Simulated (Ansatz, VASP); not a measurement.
## TaBiO in VASP and in Ansatz

```
CELL_PARAMETERS angstrom
3.02953 0.00000 0.00000
0.00000 3.02953 0.00000
0.00000 0.00000 6.17267
ATOMIC_POSITIONS crystal
Ta 0.50000 0.50000 0.50000
Bi 0.00000 0.00000 0.00000
O 0.00000 0.00000 0.50000
```

Alike in both runs: functional PBE; k mesh 6 × 6 × 4; occupations gaussian, width 0.1 eV; no spin polarisation.

Ansatz relaxed the structure, and its values are those at the end. VASP's run is a single point on that final structure, the one shown.

|  | VASP | Ansatz |
| --- | --- | --- |
| version | VASP 6.6.1 | Ansatz 0.2.0 |
| potentials or method | VASP PAW PBE potentials, release 64 (Ta_pv, Bi_d, O), cutoff 520 eV | scalar-relativistic, plane waves, PAW |
| valence electrons in the cell | 32 | 34 |

|  | VASP | Ansatz | Ansatz less VASP |
| --- | --- | --- | --- |
| gap on the k mesh at the Fermi level (eV) | none | none | - |
| pressure (GPa) | 0.2 | 0.0 | -0.15 |

A gap of «none» marks a metal or a gap that the smearing closes. VASP's potentials hold 32 valence electrons a cell and Ansatz's 34, so a difference there can come from the potentials and not from the codes.

Spin-orbit coupling is off throughout.
